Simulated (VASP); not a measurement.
Write the native input for VASP 6.6.1 that does the following.

```
Task                   : single point
Functional             : LDA
Potentials or basis    : VASP PAW LDA potentials, release 64 (Zn, Se)
Cutoff                 : 520 eV
k mesh                 : 8 × 8 × 6
Occupations            : gaussian, width 0.05 eV
Spin                   : no spin polarisation
Dipole correction      : no
Further INCAR settings : ALGO = Normal; EDIFF = 1e-06; NBANDS = 26
```

The structure of ZnSe lies in POSCAR:

```
ZnSe
1.0
    3.9227000000      0.0000000000      0.0000000000
    0.0000000000      3.9227000000      0.0000000000
    0.0000000000      0.0000000000      4.9408000000
Zn Se
2 2
Direct
    0.0000000000      0.0000000000      0.0000000000
    0.5000000000      0.5000000000      0.0000000000
    0.0000000000      0.5000000000      0.2797006019
    0.5000000000      0.0000000000      0.7202993981
```

The input as run:

INCAR

```
SYSTEM = ZnSe
  ALGO = Normal
  EDIFF = 1E-6
  ENCUT = 520
  ISIF = 2
  ISMEAR = 0
  LASPH = .True.
  LCHARG = .True.
  LELF = .True.
  LREAL = .False.
  LVHAR = .True.
  LWAVE = .False.
  NBANDS = 26
  NELM = 60
  PREC = Accurate
  SIGMA = 0.05
```

KPOINTS

```
k-points
0
Gamma
  8 8 6
  0 0 0
```

Potentials or basis: VASP PAW LDA potentials, release 64 (Zn, Se).

Run with:

```bash
$ cat potpaw_LDA.64/Zn/POTCAR potpaw_LDA.64/Se/POTCAR > POTCAR
$ mpirun -np 1 vasp_std > vasp.out
```

Results of the run:

The pressure is 8.6 GPa. The largest force is 1.290 eV/Å and the band gap on the k mesh is 1.33 eV, direct.

Caveat: forces of over 1 eV/Å act on the atoms, so gaps and moduli don't describe the material at rest.

Run time: 110 s on 1 thread of Intel(R) Xeon(R) Platinum 8488C (Sapphire Rapids), with other jobs on the host, peak memory 0.22 GiB.
